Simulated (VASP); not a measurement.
A run of VASP 6.6.1:

The input INCAR:

```
ALGO = Normal
EDIFF = 1E-6
ENCUT = 520
GGA = PE
ISIF = 2
ISMEAR = 0
LASPH = T
LCHARG = T
LELF = T
LREAL = F
LVHAR = T
LWAVE = F
NBANDS = 36
NELM = 60
PREC = Accurate
SIGMA = 0.05
```

KPOINTS

```
k-points
0
Gamma
  10 10 2
```

The input POSCAR:

```
C
1.0
    1.7834000000     -1.7834000000      0.0000000000
    1.7834000000      0.0000000000     -1.7834000000
    8.9170000000      6.2419000000      6.2419000000
C
12
Direct
    0.5312333333      0.5312333333      0.2708666667
   -0.0521000000     -0.0521000000      0.1042000000
    0.1145666667      0.1145666667      0.4375333333
    0.2812333333      0.2812333333      0.7708666667
    0.6979000000      0.6979000000      0.6042000000
   -0.1354333333     -0.1354333333      0.9375333333
    0.4687333333      0.4687333333      0.3958666667
    0.8854000000      0.8854000000      0.2292000000
    0.0520666667      0.0520666667      0.5625333333
    0.2187333333      0.2187333333      0.8958666667
   -0.3646000000     -0.3646000000      0.7292000000
    0.3020666667      0.3020666667      0.0625333333
```

Potentials or basis: VASP PAW PBE potentials, release 64 (C).

The run is started by

```console
$ cat potpaw_PBE.64/C/POTCAR > POTCAR
$ mpirun -np 1 vasp_std > vasp.out
```

Hardware: 1 thread of Intel Xeon 8259CL, with other jobs on the host.

Estimate the wall time of this run.

It took 3.6 min on 1 thread of Intel Xeon 8259CL, with other jobs on the host, peak memory 0.24 GiB. Counts: scf iterations 13, k points 62.
